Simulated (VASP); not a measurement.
# Te5Pd (F-43m) in VASP: notebook

Te5Pd is run at these levels: PBE; tasks: single point, relaxation of cell and atoms.

Program: VASP 6.6.1. These are calculated values, not measurements. Logs are shortened: lines on timing, memory, paths and dates and some standing lists are left out, and cuts for length are marked.

## 1. The cell of the first run

The structure is cubic, space group F-43m (No. 216). Conventional cell: a = 8.855 Å, b = 8.855 Å, c = 8.855 Å, α = 90.00°, β = 90.00°, γ = 90.00°. Within 4.1 Å of Te (site symmetry 3m) lie 9 Te at 3.13 to 3.67 Å and 3 Pd at 3.67 Å. Within 4.8 Å of Te (site symmetry -43m) lie 12 Te at 3.67 Å and 4 Pd at 3.83 Å. Within 4.8 Å of Pd (site symmetry -43m) lie 16 Te at 3.67 to 3.83 Å.

The cell was built from a structure type or drawn by symmetry, and may not be a known phase.

## 2. Single point, PBE

The input, INCAR:

```
SYSTEM = Te5Pd
ALGO = Normal
EDIFF = 1E-6
ENCUT = 520
GGA = PE
ISIF = 2
ISMEAR = 0
LASPH = .True.
LCHARG = .True.
LELF = .True.
LREAL = .False.
LVHAR = .True.
LWAVE = .False.
NBANDS = 29
NELM = 100
PREC = Accurate
SIGMA = 0.1
```

The input, KPOINTS:

```
k-points
0
Gamma
  8 8 8
  0 0 0
```

The input, POSCAR:

```
Te5Pd
1.0
    0.0000000000      4.4274489309      4.4274489309
    4.4274489309      0.0000000000      4.4274489309
    4.4274489309      4.4274489309      0.0000000000
Te Pd
5 1
Direct
    0.3750123325      0.3750123325      0.8749630026
    0.3750123325      0.8749630026      0.3750123325
    0.8749630026      0.3750123325      0.3750123325
    0.3750123325      0.3750123325      0.3750123325
    0.7500000000      0.7500000000      0.7500000000
    0.0000000000      0.0000000000      0.0000000000
```

Potentials or basis: VASP PAW PBE potentials, release 64 (Te, Pd).

Run with:

```console
> cat potpaw_PBE.64/Te/POTCAR potpaw_PBE.64/Pd/POTCAR > POTCAR
> mpirun -np 1 vasp_std > vasp.out
```

OUTCAR:

```text
SYSTEM = Te5Pd
   EDIFF = 1E-6
   ENCUT = 520
   GGA = PE
   ISIF = 2
   ISMEAR = 0
   LASPH = .True.
   LREAL = .False.
   NELM = 100
   PREC = Accurate

 ion  position               nearest neighbor table
   1  0.375  0.375  0.875-   2 3.13   3 3.13   4 3.13   4 3.13   2 3.13   3 3.13   5 3.67   5 3.67
                             5 3.67
   2  0.375  0.875  0.375-   1 3.13   3 3.13   4 3.13   1 3.13   4 3.13   3 3.13   5 3.67   5 3.67
                             5 3.67
   3  0.875  0.375  0.375-   1 3.13   2 3.13   4 3.13   4 3.13   1 3.13   2 3.13   5 3.67   5 3.67
                             5 3.67
   4  0.375  0.375  0.375-   1 3.13   2 3.13   3 3.13   1 3.13   2 3.13   3 3.13   5 3.67   5 3.67
                             5 3.67
   5  0.750  0.750  0.750-   1 3.67   2 3.67   3 3.67   4 3.67   4 3.67   4 3.67   2 3.67   3 3.67
                             1 3.67   1 3.67   3 3.67   2 3.67
   6  0.000  0.000  0.000-

  LATTYP: Found a face centered cubic cell.
 ALAT       =     8.8548978618

  Lattice vectors:

 A1 = (   0.0000000000,   4.4274489309,   4.4274489309)
 A2 = (   4.4274489309,   0.0000000000,   4.4274489309)
 A3 = (   4.4274489309,   4.4274489309,   0.0000000000)

Analysis of symmetry for initial positions (statically):
=====================================================================
 Subroutine PRICEL returns:
 Original cell was already a primitive cell.

 Routine SETGRP: Setting up the symmetry group for a
 face centered cubic supercell.

 Subroutine GETGRP returns: Found 24 space group operations
 (whereof 24 operations were pure point group operations)
 out of a pool of 48 trial point group operations.

The static configuration has the point symmetry T_d .

Analysis of symmetry for dynamics (positions and initial velocities):
=====================================================================
 Subroutine PRICEL returns:
 Original cell was already a primitive cell.

 Routine SETGRP: Setting up the symmetry group for a
 face centered cubic supercell.

 Subroutine GETGRP returns: Found 24 space group operations
 (whereof 24 operations were pure point group operations)
 out of a pool of 48 trial point group operations.

The dynamic configuration has the point symmetry T_d .

 Subroutine INISYM returns: Found 24 space group operations
 (whereof 24 operations are pure point group operations),
 and found     1 'primitive' translations

----------------------------------------------------------------------------------------

[... 99 lines left out ...]
   NELM   =    100;   NELMIN=  2; NELMDL= -5     # of ELM steps
   EDIFF  = 0.1E-05   stopping-criterion for ELM
   LREAL  =      F    real-space projection
   EDIFFG = 0.1E-04   stopping-criterion for IOM
   NSW    =      0    number of steps for IOM
   IBRION =     -1    ionic relax: 0-MD 1-quasi-New 2-CG
   NFREE  =      0    steps in history (QN), initial steepest desc. (CG)
   ISIF   =      2    stress and relaxation
   ISYM   =      2    0-nonsym 1-usesym 2-fastsym
   POTIM  = 0.5000    time-step for ionic-motion
   TEBEG  =    0.0;   TEEND  =   0.0 temperature during run
   PSTRESS=    0.0 pullay stress
   NELECT =      40.0000    total number of electrons
   NUPDOWN=      -1.0000    fix difference up-down
   EMIN   =  10.00;   EMAX   =-10.00  energy-range for DOS
   EFERMI =   0.00;   METHOD = LEGACY
   ISMEAR =     0;   SIGMA  =   0.10  broadening in eV -4-tet -1-fermi 0-gaus
   EFERMI_NEDOS =   21; number of points for ismear=-14 and -15
   IALGO  =     38    algorithm
   IMIX   =      4    mixing-type and parameters
     AMIX     =   0.40;   BMIX     =  1.00
     AMIX_MAG =   1.60;   BMIX_MAG =  1.00
  volume/ion in A,a.u.               =      28.93       195.23
  Fermi-wavevector in a.u.,A,eV,Ry     =   1.003686  1.896692 13.706317  1.007386
  Thomas-Fermi vector in A             =   2.136254
   LORBIT       =      0    0 simple, 1 ext, 2 COOP (PROOUT), +10 PAW based schemes
   GGA     = PE    functional components
   LHFCALC =     F    Hartree Fock is set to
   AEXX    =    0.0000 exact exchange contribution
   IVDW    =     0    specifies the selected vdW correction
   LEPSILON=     F    determine dielectric tensor
   LRPA    =     F    only Hartree local field effects (RPA)
 non-spin polarized calculation
 Gauss-broadening in eV      SIGMA  =   0.10
  energy-cutoff  :      520.00
  volume of cell :      173.58
 maximum number of plane-waves:      4720
   NGX = 23   NGY = 23   NGZ = 23

 number of electron      40.0000001 magnetization

 Free energy of the ion-electron system (eV)
  ---------------------------------------------------
  ext. energy  EPLUGINS =         0.00000000
  ---------------------------------------------------
  free energy    TOTEN  =       -17.11337599 eV

  energy without entropy =      -17.09585816  energy(sigma->0) =      -17.10461707

 E-fermi :   6.8619     XC(G=0):  -9.8516

 val. band max:        6.8384404210   @ k =  -0.2500   0.5000   0.2500
 cond. band min:       6.8795645870   @ k =   0.3750   0.1250   0.0000
 fundamental gap:      0.0411241660
 Fermi energy:         6.8618568597

 k-point     1 :       0.0000    0.0000    0.0000
  band No.  band energies     occupation
      1      -7.2280      2.00000
      2      -3.4928      2.00000
      3      -3.4928      2.00000
      4      -3.4928      2.00000
      5      -3.2949      2.00000
      6      -0.4754      2.00000
[... 757 lines left out ...]
     28      12.0122      0.00000
     29      12.2503      0.00000

 [... further k-points ...]
[... 5 lines left out ...]
  --------------------------------------------------------------------------------------
  -------------------------------------------------------------------------------------
  Total       -0.1147456     -0.1147456     -0.1147456      0.0000000      0.0000000      0.0000000
  in kB       -1.0591467     -1.0591467     -1.0591467      0.0000000      0.0000000      0.0000000
  external PRESSURE =      -1.0591467 kB  Pullay stress =       0.0000000 kB

 VOLUME and BASIS-vectors are now :
 -----------------------------------------------------------------------------
  energy-cutoff  :      520.00
  volume of cell :      173.58
      direct lattice vectors                 reciprocal lattice vectors
     0.000000000  4.427448931  4.427448931    -0.112931850  0.112931850  0.112931850
     4.427448931  0.000000000  4.427448931     0.112931850 -0.112931850  0.112931850
     4.427448931  4.427448931  0.000000000     0.112931850  0.112931850 -0.112931850

 POSITION                                       TOTAL-FORCE (eV/Angst)
 -----------------------------------------------------------------------------------
      5.53420      5.53420      3.32070        -0.003157     -0.003157      0.003157
      5.53420      3.32070      5.53420        -0.003157      0.003157     -0.003157
      3.32070      5.53420      5.53420         0.003157     -0.003157     -0.003157
      3.32070      3.32070      3.32070         0.003157      0.003157      0.003157
      6.64117      6.64117      6.64117         0.000000      0.000000      0.000000
      0.00000      0.00000      0.00000         0.000000      0.000000      0.000000
 -----------------------------------------------------------------------------------
    total drift:                               -0.000000     -0.000000     -0.000000

  FREE ENERGIE OF THE ION-ELECTRON SYSTEM (eV)
  ---------------------------------------------------
  free  energy   TOTEN  =       -17.1133759923 eV

  energy  without entropy=      -17.0958581556  energy(sigma->0) =      -17.10461707
```

OSZICAR:

```text
N       E                     dE             d eps       ncg     rms          rms(c)
DAV:   1     0.196315360891E+03    0.19632E+03   -0.15459E+04  1682   0.114E+03
DAV:   2    -0.365297869747E+01   -0.19997E+03   -0.19269E+03  2127   0.196E+02
DAV:   3    -0.173385444753E+02   -0.13686E+02   -0.13376E+02  1970   0.508E+01
[... 11 lines left out ...]
DAV:  15    -0.171133939380E+02    0.12075E-03   -0.28945E-04  1692   0.832E-02    0.842E-02
DAV:  16    -0.171133928340E+02    0.11040E-05   -0.14284E-05  1767   0.165E-02    0.544E-02
DAV:  17    -0.171133799205E+02    0.12914E-04   -0.16644E-05  1687   0.196E-02    0.247E-02
DAV:  18    -0.171133756385E+02    0.42820E-05   -0.19523E-05  1533   0.199E-02    0.226E-02
DAV:  19    -0.171133759923E+02   -0.35385E-06   -0.11696E-06   849   0.529E-03
   1 F= -.17113376E+02 E0= -.17104617E+02  d E =-.175178E-01
```

It took 1.8 min on 1 thread of Intel Xeon 6975P-C (Granite Rapids), shared host; peak memory 0.39 GiB.

Results:

```
Free energy            : -17.1134 eV
Pressure               : -0.1 GPa
Band gap on the k mesh : zero (bands 20 and 21 overlap by 1.03 eV)
```

Caveat: spin-orbit coupling is left out, which moves the levels of the heavy elements.

## 3. Relaxation of cell and atoms, PBE

The input, INCAR:

```
SYSTEM = Te5Pd
PREC = Accurate ; ENCUT = 600
EDIFF = 1E-6 ; ISMEAR = 0
SIGMA = 0.1 ; LREAL = .FALSE.
LASPH = .TRUE. ; NELM = 60
ALGO = Normal ; ISIF = 3
LWAVE = .FALSE. ; LCHARG = .FALSE.
GGA = PE ; IBRION = 2
NSW = 100 ; EDIFFG = -0.01
```

The input, KPOINTS:

```
regular mesh
0
G
  8 8 8
  0 0 0
```

POSCAR is that of step 2.

Potentials or basis: VASP PAW PBE potentials, release 64 (Te, Pd).

Run with:

```console
> cat potpaw_PBE.64/Te/POTCAR potpaw_PBE.64/Pd/POTCAR > POTCAR
> mpirun -np 1 vasp_std > vasp.out
```

It took 3.2 min on 1 thread of Intel Xeon 6975P-C (Granite Rapids), shared host; peak memory 0.44 GiB.

The run converged. Its results:

| Quantity | Value |
| --- | --- |
| Free energy | -17.1133 eV |
| Relaxed volume | 28.85 Å³/atom |
| Relaxed cell | a = 6.256 Å, b = 6.256 Å, c = 6.256 Å, α = 60.00°, β = 60.00°, γ = 60.00° |
| Space group after relaxing (to 0.1 Å) | F-43m (No. 216) |
| Energy gained by relaxing | 0.0 meV/atom |
| Ionic steps | 2 |
| Pressure after relaxing | 0.0 GPa |
| Band gap on the k mesh | zero (bands 20 and 21 overlap by 1.03 eV) |

Step by step:
```csv
step,energy change (eV),largest force (eV/Å),pressure (GPa),volume (Å³)
1,0.0000,0.0055,-0.11,173.58
2,-0.0001,0.0022,0.01,173.10
```

Final structure:
```
CELL_PARAMETERS angstrom
0.00000 4.42338 4.42338
4.42338 0.00000 4.42338
4.42338 4.42338 0.00000
ATOMIC_POSITIONS crystal
Te 0.37503 0.37503 0.87491
Te 0.37503 0.87491 0.37503
Te 0.87491 0.37503 0.37503
Te 0.37503 0.37503 0.37503
Te 0.75000 0.75000 0.75000
Pd 0.00000 0.00000 0.00000
```

Levels at points of the mesh, in eV from the Fermi level:
```
           k point  band 16  band 17  band 18  band 19  band 20  band 21  band 22  band 23  band 24
(0.00, 0.00, 0.00)    -0.72    -0.72    -0.59    -0.59     0.37     1.67     1.67     1.67     2.57
(0.50, 0.00, 0.00)    -0.91    -0.91    -0.91    -0.58    -0.58     0.39     0.39     1.41     1.75
(0.50, 0.50, 0.00)    -1.17    -1.08    -1.08    -0.80    -0.28    -0.20     0.47     0.47     2.24
```

Caveat: spin-orbit coupling is left out, which moves the levels of the heavy elements.

## 4. Relaxation of cell and atoms, PBE

This run uses another cell than the first one, of 31.45 Å³/atom.

The input, INCAR:

```
PREC = Accurate
ENCUT = 600
EDIFF = 1E-6
ISMEAR = 0
SIGMA = 0.1
LREAL = F
LASPH = T
NELM = 100
ALGO = Normal
ISIF = 3
LWAVE = F
LCHARG = F
GGA = PE
IBRION = 2
NSW = 100
EDIFFG = -0.01
```

The input, KPOINTS:

```
regular mesh
0
Gamma
  8 8 8
```

The input, POSCAR:

```
Te5Pd
1.0
    0.0000000000      4.5523315700      4.5523315700
    4.5523315700      0.0000000000      4.5523315700
    4.5523315700      4.5523315700      0.0000000000
Te Pd
5 1
Direct
    0.3750000000      0.3750000000      0.8750000000
    0.3750000000      0.8750000000      0.3750000000
    0.8750000000      0.3750000000      0.3750000000
    0.3750000000      0.3750000000      0.3750000000
    0.7500000000      0.7500000000      0.7500000000
    0.0000000000      0.0000000000      0.0000000000
```

Run with:

```console
> cat potpaw_PBE.64/Te/POTCAR potpaw_PBE.64/Pd/POTCAR > POTCAR
> mpirun -np 1 vasp_std > vasp.out
```

It took 9.5 min on 1 thread of Intel Xeon 6975P-C (Granite Rapids), shared host; peak memory 0.5 GiB.

Results (log left out):

- Free energy: -17.1144 eV
- Relaxed volume: 28.86 Å³/atom
- Relaxed cell: a = 6.256 Å, b = 6.256 Å, c = 6.256 Å, α = 60.00°, β = 60.00°, γ = 60.00°
- Space group after relaxing (to 0.1 Å): F-43m (No. 216)
- Energy gained by relaxing: 29.0 meV/atom
- Ionic steps: 3
- Pressure after relaxing: 0.0 GPa
- Band gap on the k mesh: zero (bands 20 and 21 overlap by 1.03 eV)

The path:
| step | energy change (eV) | largest force (eV/Å) | pressure (GPa) | volume (Å³) |
| --- | --- | --- | --- | --- |
| 1 | 0.0000 | 0.0178 | -3.30 | 188.68 |
| 2 | -0.1715 | 0.0037 | 0.47 | 171.53 |
| 3 | -0.1740 | 0.0007 | 0.04 | 173.17 |

Final structure:
```xyz
6
Lattice="0.0000 4.4240 4.4240 4.4240 0.0000 4.4240 4.4240 4.4240 0.0000" Properties=species:S:1:pos:R:3 pbc="T T T"
Te    5.5295    5.5295    3.3184
Te    5.5295    3.3184    5.5295
Te    3.3184    5.5295    5.5295
Te    3.3184    3.3184    3.3184
Te    6.6359    6.6359    6.6359
Pd    0.0000    0.0000    0.0000
```

Levels at points of the mesh, in eV from the Fermi level:
```tsv
k point	band 18	band 19	band 20	band 21	band 22	band 23
(0.00, 0.00, 0.00)	-0.59	-0.59	0.37	1.67	1.67	1.67
(0.50, 0.00, 0.00)	-0.91	-0.58	-0.58	0.39	0.39	1.41
(0.50, 0.50, 0.00)	-1.09	-0.80	-0.28	-0.20	0.47	0.47
```

Caveat: spin-orbit coupling is left out, which moves the levels of the heavy elements.

## 5. Overview

| task | cell | cutoff (eV) | gap on the mesh (eV) | pressure (GPa) | relaxed volume (Å³/atom) |
| --- | --- | --- | --- | --- | --- |
| single point | a = 6.261 Å, angles 60.0°, 6 atoms | 520 | none | -0.1 | - |
| relaxation of cell and atoms | relaxed from a = 6.261 Å, angles 60.0°, 6 atoms | 600 | none | 0.0 | 28.85 |
| relaxation of cell and atoms | relaxed from a = 6.438 Å, angles 60.0°, 6 atoms | 600 | none | 0.0 | 28.86 |

Alike in all rows: level PBE; potentials or basis VASP PAW PBE potentials, release 64 (Te, Pd); no spin polarisation; k mesh 8 × 8 × 8; smearing gaussian 0.1 eV.

Caveats: spin-orbit coupling is left out, which moves the levels of the heavy elements.

Total energies depend on the potentials used, so only differences within one code and one set of settings carry meaning.
